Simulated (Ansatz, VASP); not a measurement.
**GaN in VASP and in Ansatz**

```xyz
4
Lattice="3.1890 0.0000 0.0000 -1.5945 2.7618 0.0000 0.0000 0.0000 5.1850" Properties=species:S:1:pos:R:3 pbc="T T T"
Ga    0.0000    1.8412    0.0000
Ga    1.5945    0.9206    2.5925
N     0.0000    1.8412    1.9547
N     1.5945    0.9206    4.5472
```

Alike in both runs: task single point; functional LDA; k mesh 8 × 8 × 5; occupations gaussian, width 0.03 eV; no spin polarisation.

|  | VASP | Ansatz |
| --- | --- | --- |
| version | VASP 6.6.1 | Ansatz 0.2.0 |
| potentials or method | VASP PAW LDA potentials, release 64 (Ga_d, N) | scalar-relativistic, plane waves, PAW |
| plane-wave cutoff (eV) | 520 | 420 |
| valence electrons in the cell | 36 | 36 |

```tsv
	VASP	Ansatz	Ansatz less VASP
gap on the k mesh at the Fermi level (eV)	1.94	1.92	-0.016
least direct gap on the mesh (eV)	1.94	1.92	-0.016
```

LDA's correlation is that of Perdew and Zunger in VASP and of Perdew and Wang (1992) in Ansatz.
